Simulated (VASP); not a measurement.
# Pt (Fm-3m) in VASP: further runs

Pt is run at these levels: PBEsol; tasks: single point.

Everything below comes from runs of VASP 6.6.1. Logs are shortened: lines on timing, memory, paths and dates and some standing lists are left out, and cuts for length are marked.

### 1 The cell of the first run

The structure is cubic, space group Fm-3m (No. 225). The conventional cell has a = 3.971 Å, b = 3.971 Å, c = 3.971 Å, α = 90.00°, β = 90.00°, γ = 90.00°. Within 3.7 Å of Pt (site symmetry m-3m) lie 12 Pt at 2.81 Å.

### 2 Single point, PBEsol (volume scaled by 1.04)

INCAR

```
PREC     = Accurate       # precision mode
ENCUT    = 520            # plane-wave cutoff, eV
EDIFF    = 1E-6           # SCF threshold, eV
ISMEAR   = -1             # smearing method
SIGMA    = 0.1            # smearing width, eV
LREAL    = F              # projectors in reciprocal space
LASPH    = T              # aspherical terms in the spheres
NELM     = 80             # most SCF steps
ALGO     = Normal         # electronic algorithm
ISIF     = 2              # what is computed and relaxed
LWAVE    = F              # write WAVECAR
LCHARG   = F              # write CHGCAR
GGA      = PS             # functional
NBANDS   = 11             # bands
```

KPOINTS

```
Automatic mesh
0
Gamma
  23 23 23
```

POSCAR

```
Pt
1.0
    0.0000000000      1.9854972639      1.9854972639
    1.9854972639      0.0000000000      1.9854972639
    1.9854972639      1.9854972639      0.0000000000
Pt
1
Direct
    0.0000000000      0.0000000000      0.0000000000
```

Potentials or basis: VASP PAW PBE potentials, release 64 (Pt).

Launch:

```
cat potpaw_PBE.64/Pt/POTCAR > POTCAR
mpirun -np 1 vasp_std > vasp.out
```

OUTCAR:

```text
PREC = Accurate
   ENCUT = 520
   EDIFF = 1E-6
   ISMEAR = -1
   LREAL = F
   LASPH = T
   NELM = 80
   ISIF = 2
   GGA = PS

 ion  position               nearest neighbor table
   1  0.000  0.000  0.000-

  LATTYP: Found a face centered cubic cell.
 ALAT       =     3.9709945278

  Lattice vectors:

 A1 = (   0.0000000000,   1.9854972639,   1.9854972639)
 A2 = (   1.9854972639,   0.0000000000,   1.9854972639)
 A3 = (   1.9854972639,   1.9854972639,   0.0000000000)

Analysis of symmetry for initial positions (statically):
=====================================================================
 Subroutine PRICEL returns:
 Original cell was already a primitive cell.

 Routine SETGRP: Setting up the symmetry group for a
 face centered cubic supercell.

 Subroutine GETGRP returns: Found 48 space group operations
 (whereof 48 operations were pure point group operations)
 out of a pool of 48 trial point group operations.

The static configuration has the point symmetry O_h .

Analysis of symmetry for dynamics (positions and initial velocities):
=====================================================================
 Subroutine PRICEL returns:
 Original cell was already a primitive cell.

 Routine SETGRP: Setting up the symmetry group for a
 face centered cubic supercell.

 Subroutine GETGRP returns: Found 48 space group operations
 (whereof 48 operations were pure point group operations)
 out of a pool of 48 trial point group operations.

The dynamic configuration has the point symmetry O_h .

 Subroutine INISYM returns: Found 48 space group operations
 (whereof 48 operations are pure point group operations),
 and found     1 'primitive' translations

----------------------------------------------------------------------------------------

                                     Primitive cell

  volume of cell :      15.6545

  direct lattice vectors                    reciprocal lattice vectors
     0.000000000  1.985497264  1.985497264    -0.251826084  0.251826084  0.251826084
     1.985497264  0.000000000  1.985497264     0.251826084 -0.251826084  0.251826084
     1.985497264  1.985497264  0.000000000     0.251826084  0.251826084 -0.251826084

  length of vectors
     2.807917159  2.807917159  2.807917159     0.436175571  0.436175571  0.436175571

  position of ions in fractional coordinates (direct lattice)
     0.000000000  0.000000000  0.000000000

  ion indices of the primitive-cell ions
   primitive index   ion index
                 1           1

----------------------------------------------------------------------------------------

 KPOINTS: Automatic mesh

Automatic generation of k-mesh.
 Grid dimensions read from file:
 generate k-points for:   23   23   23

 Generating k-lattice:

  Cartesian coordinates                     Fractional coordinates (reciprocal lattice)
    -0.010948960  0.010948960  0.010948960     0.043478261  0.000000000  0.000000000
     0.010948960 -0.010948960  0.010948960     0.000000000  0.043478261  0.000000000
     0.010948960  0.010948960 -0.010948960     0.000000000  0.000000000  0.043478261

  Length of vectors
     0.018964155  0.018964155  0.018964155

  Shift w.r.t. Gamma in fractional coordinates (k-lattice)
     0.000000000  0.000000000  0.000000000

 Subroutine IBZKPT returns following result:
 ===========================================

 Found    364 irreducible k-points:

 Following reciprocal coordinates:
            Coordinates               Weight
  0.000000  0.000000  0.000000      1.000000
  0.043478  0.000000  0.000000      8.000000
  0.086957  0.000000  0.000000      8.000000
  0.130435  0.000000  0.000000      8.000000
  0.173913  0.000000  0.000000      8.000000
  0.217391  0.000000  0.000000      8.000000
[... 16 lines left out ...]
  0.478261  0.043478  0.000000     24.000000
 -0.478261  0.043478  0.000000     24.000000
 [... further k-points ...]
   k-points           NKPTS =    364   k-points in BZ     NKDIM =    364   number of bands    NBANDS=     11
   number of dos      NEDOS =    301   number of ions     NIONS =      1
   total plane-waves  NPLWV =  13824
   dimension x,y,z NGX =    24 NGY =   24 NGZ =   24
   dimension x,y,z NGXF=    48 NGYF=   48 NGZF=   48
   ions per type =               1
   NGX,Y,Z   is equivalent  to a cutoff of  14.21, 14.21, 14.21 a.u.
   NGXF,Y,Z  is equivalent  to a cutoff of  28.42, 28.42, 28.42 a.u.
 SYSTEM =  unknown system
   PREC   = accura    normal or accurate (medium, high low for compatibility)
   ISTART =      0    job   : 0-new  1-cont  2-samecut
   ICHARG =      2    charge: 1-file 2-atom 10-const
   ISPIN  =      1    spin polarized calculation?
   LNONCOLLINEAR =      F non collinear calculations
   LSORBIT =      F    spin-orbit coupling
   LASPH  =      T    aspherical Exc in radial PAW
   ENCUT  =  520.0 eV  38.22 Ry    6.18 a.u.   5.22  5.22  5.22*2*pi/ulx,y,z
   NELM   =     80;   NELMIN=  2; NELMDL= -5     # of ELM steps
   EDIFF  = 0.1E-05   stopping-criterion for ELM
   LREAL  =      F    real-space projection
   EDIFFG = 0.1E-04   stopping-criterion for IOM
   NSW    =      0    number of steps for IOM
   IBRION =     -1    ionic relax: 0-MD 1-quasi-New 2-CG
   NFREE  =      0    steps in history (QN), initial steepest desc. (CG)
   ISIF   =      2    stress and relaxation
   ISYM   =      2    0-nonsym 1-usesym 2-fastsym
   POTIM  = 0.5000    time-step for ionic-motion
   TEBEG  =    0.0;   TEEND  =   0.0 temperature during run
   PSTRESS=    0.0 pullay stress
   NELECT =      10.0000    total number of electrons
   NUPDOWN=      -1.0000    fix difference up-down
   EMIN   =  10.00;   EMAX   =-10.00  energy-range for DOS
   EFERMI =   0.00;   METHOD = LEGACY
   ISMEAR =    -1;   SIGMA  =   0.10  broadening in eV -4-tet -1-fermi 0-gaus
   EFERMI_NEDOS =   21; number of points for ismear=-14 and -15
   IALGO  =     38    algorithm
   IMIX   =      4    mixing-type and parameters
     AMIX     =   0.40;   BMIX     =  1.00
     AMIX_MAG =   1.60;   BMIX_MAG =  1.00
  volume/ion in A,a.u.               =      15.65       105.64
  Fermi-wavevector in a.u.,A,eV,Ry     =   1.409923  2.664369 27.046806  1.987884
  Thomas-Fermi vector in A             =   2.531930
   LORBIT       =      0    0 simple, 1 ext, 2 COOP (PROOUT), +10 PAW based schemes
   GGA     = PS    functional components
   LHFCALC =     F    Hartree Fock is set to
   AEXX    =    0.0000 exact exchange contribution
   IVDW    =     0    specifies the selected vdW correction
   LEPSILON=     F    determine dielectric tensor
   LRPA    =     F    only Hartree local field effects (RPA)
 non-spin polarized calculation
  energy-cutoff  :      520.00
  volume of cell :       15.65
 maximum number of plane-waves:       440
 NGX is ok and might be reduce to    24
   NGX = 11   NGY = 11   NGZ = 11

 number of electron      10.0000002 magnetization

 Free energy of the ion-electron system (eV)
  ---------------------------------------------------
  ext. energy  EPLUGINS =         0.00000000
  ---------------------------------------------------
  free energy    TOTEN  =        -6.97207412 eV

  energy without entropy =       -6.91396139  energy(sigma->0) =       -6.94301776

 E-fermi :  10.3996     XC(G=0): -13.4081

 val. band max:       10.3994382168   @ k =   0.3913   0.3043   0.0000
 cond. band min:      10.4038806360   @ k =  -0.4783   0.0435   0.0000
 fundamental gap:      0.0044424192
 Fermi energy:        10.3996011841

 k-point     1 :       0.0000    0.0000    0.0000
  band No.  band energies     occupation
      1       0.5113      2.00000
      2       6.8114      2.00000
      3       6.8114      2.00000
      4       6.8114      2.00000
      5       8.8591      2.00000
      6       8.8591      2.00000
      7      25.1121      0.00000
      8      29.8570      0.00000
      9      29.8570      0.00000
     10      29.8570      0.00000
     11      35.0211      0.00000

 k-point     2 :       0.0435    0.0000    0.0000
  band No.  band energies     occupation
      1       0.5850      2.00000
      2       6.7787      2.00000
      3       6.8407      2.00000
      4       6.8407      2.00000
      5       8.8427      2.00000
      6       8.8427      2.00000
      7      25.2249      0.00000
      8      29.4248      0.00000
      9      29.9673      0.00000
     10      29.9673      0.00000
     11      35.4893      0.00000

 k-point     3 :       0.0870    0.0000    0.0000
  band No.  band energies     occupation
      1       0.8024      2.00000
      2       6.6890      2.00000
      3       6.9222      2.00000
      4       6.9222      2.00000
      5       8.8016      2.00000
      6       8.8016      2.00000
      7      25.5438      0.00000
      8      28.4310      0.00000
      9      30.2914      0.00000
     10      30.2914      0.00000
     11      36.3657      0.00000

 k-point     4 :       0.1304    0.0000    0.0000
  band No.  band energies     occupation
      1       1.1512      2.00000
      2       6.5673      2.00000
      3       7.0342      2.00000
      4       7.0342      2.00000
      5       8.7623      2.00000
      6       8.7623      2.00000
      7      26.0000      0.00000
      8      27.2305      0.00000
      9      30.8086      0.00000
     10      30.8086      0.00000
     11      35.9128      0.00000
[... 239 lines left out ...]
 k-point    22 :       0.4348    0.0435    0.0000
  band No.  band energies     occupation
      1       3.4535      2.00000
      2       6.7687      2.00000
      3       6.8813      2.00000
      4       8.6519      2.00000
      5      10.3159      1.39583
      6      10.4427      0.78762
      7      17.3312      0.00000
      8      25.0168      0.00000
      9      29.2192      0.00000
     10      29.7012      0.00000
     11      37.1712      0.00000

 k-point    23 :       0.4783    0.0435    0.0000
  band No.  band energies     occupation
      1       3.4643      2.00000
      2       6.7213      2.00000
      3       6.8258      2.00000
      4       9.2366      1.99998
      5      10.4259      0.86950
      6      10.8772      0.01673
      7      16.2350      0.00000
      8      24.8082      0.00000
      9      28.9686      0.00000
     10      29.1038      0.00000
     11      37.7778      0.00000

 k-point    24 :      -0.4783    0.0435    0.0000
  band No.  band energies     occupation
      1       3.4654      2.00000
      2       6.7141      2.00000
      3       6.8063      2.00000
      4       9.4170      1.99989
      5      10.4039      0.97861
      6      11.0606      0.00269
      7      15.9066      0.00000
      8      24.7558      0.00000
      9      28.8165      0.00000
     10      29.0416      0.00000
     11      38.0412      0.00000

 [... further k-points ...]
[... 5 lines left out ...]
  --------------------------------------------------------------------------------------
  -------------------------------------------------------------------------------------
  Total       -1.0163347     -1.0163347     -1.0163347     -0.0000000      0.0000000     -0.0000000
  in kB     -104.0182254   -104.0182254   -104.0182254     -0.0000000      0.0000000     -0.0000000
  external PRESSURE =    -104.0182254 kB  Pullay stress =       0.0000000 kB

 VOLUME and BASIS-vectors are now :
 -----------------------------------------------------------------------------
  energy-cutoff  :      520.00
  volume of cell :       15.65
      direct lattice vectors                 reciprocal lattice vectors
     0.000000000  1.985497264  1.985497264    -0.251826084  0.251826084  0.251826084
     1.985497264  0.000000000  1.985497264     0.251826084 -0.251826084  0.251826084
     1.985497264  1.985497264  0.000000000     0.251826084  0.251826084 -0.251826084

 POSITION                                       TOTAL-FORCE (eV/Angst)
 -----------------------------------------------------------------------------------
      0.00000      0.00000      0.00000         0.000000      0.000000      0.000000
 -----------------------------------------------------------------------------------
    total drift:                                0.000000      0.000000     -0.000000

  FREE ENERGIE OF THE ION-ELECTRON SYSTEM (eV)
  ---------------------------------------------------
  free  energy   TOTEN  =        -6.9720741238 eV

  energy  without entropy=       -6.9139613945  energy(sigma->0) =       -6.94301776
```

Run time: 23 s. Hardware: 1 thread of Intel Xeon 6975P-C (Granite Rapids), shared host; peak memory 0.19 GiB.

Results:

```yaml
Free_energy: -6.9721 eV
Pressure: -10.4 GPa
Band_gap_on_the_k_mesh: zero (band 5 reaches 10.83 eV, above the bottom of band 6 at 8.76 eV)
```

Levels at points of the mesh, in eV from the Fermi level:
```tsv
k point	band 1	band 2	band 3	band 4	band 5	band 6	band 7	band 8	band 9	band 10
(0.00, 0.00, 0.00)	-9.89	-3.59	-3.59	-3.59	-1.54	-1.54	14.71	19.46	19.46	19.46
```

Caveat: the PAW data sets were made with another functional, which shifts forces and pressure a little; spin-orbit coupling is left out, which moves the levels of the heavy elements.

(Continued in part 2 of 2.)
